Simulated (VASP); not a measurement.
SnS4:

```
Sn S
1.0
    -3.27047    3.27047    3.27047
     3.27047   -3.27047    3.27047
     3.27047    3.27047   -3.27047
Sn S
1 4
Direct
  0.00000 0.00000 0.00000
  0.00000 0.63058 0.00000
  0.36942 0.36942 0.36942
  0.00000 0.00000 0.63058
  0.63058 0.00000 0.00000
```

| Quantity | Value |
| --- | --- |
| Program | VASP 6.6.1 |
| Task | relaxation of cell and atoms |
| Functional | PBE |
| Potentials or basis | VASP PAW PBE potentials, release 64 (Sn_d, S) |
| Cutoff | 600 eV |
| k mesh | 4 × 4 × 4 |
| Occupations | gaussian, width 0.1 eV |
| Spin | no spin polarisation |

At the start: pressure 20.8 GPa; volume 27.98 Å³/atom.

Task: How do energy, volume and symmetry change on relaxing?

Result: Over 17 steps the energy falls by 900.7 meV/atom and the volume is 24.54 Å³/atom (-12.3 %); space group I-43m (No. 217, to 0.05 Å).

Step by step:
| step | energy change (eV) | largest force (eV/Å) | pressure (GPa) | volume (Å³) |
| --- | --- | --- | --- | --- |
| 1 | 0.0000 | 7.3843 | 20.77 | 139.92 |
| 2 | -0.6550 | 1.3253 | -7.04 | 226.99 |
| 3 | -3.4611 | 0.1559 | -3.23 | 173.49 |
| 4 | -3.4968 | 0.3918 | -2.50 | 170.82 |
| 5 | -3.5079 | 0.6653 | -1.64 | 168.06 |
| 6 | -3.5079 | 0.6032 | -1.84 | 168.66 |
| 7 | -3.6615 | 0.6747 | -1.70 | 161.80 |
| 8 | -4.0901 | 0.8730 | -0.51 | 142.34 |
| 9 | -4.1047 | 0.9315 | 9.69 | 108.23 |
| 10 | -4.2900 | 1.1063 | 2.53 | 126.34 |
| 11 | -4.2985 | 1.1047 | 4.98 | 118.17 |
| 12 | -4.3530 | 0.8631 | 4.66 | 117.08 |
| 13 | -4.4041 | 0.2092 | 4.25 | 113.84 |
| 14 | -4.4068 | 0.3134 | 4.27 | 114.39 |
| 15 | -4.4500 | 0.2390 | 3.08 | 116.42 |
| 16 | -4.5032 | 0.0457 | 0.29 | 122.11 |
| 17 | -4.5036 | 0.0270 | 0.05 | 122.69 |

Final structure:
```
CELL_PARAMETERS angstrom
-3.13030 3.13030 3.13030
3.13030 -3.13030 3.13030
3.13030 3.13030 -3.13030
ATOMIC_POSITIONS crystal
Sn 0.00000 0.00000 0.00000
S 0.00000 0.54819 0.00000
S 0.45181 0.45181 0.45181
S 0.00000 0.00000 0.54819
S 0.54819 0.00000 0.00000
```
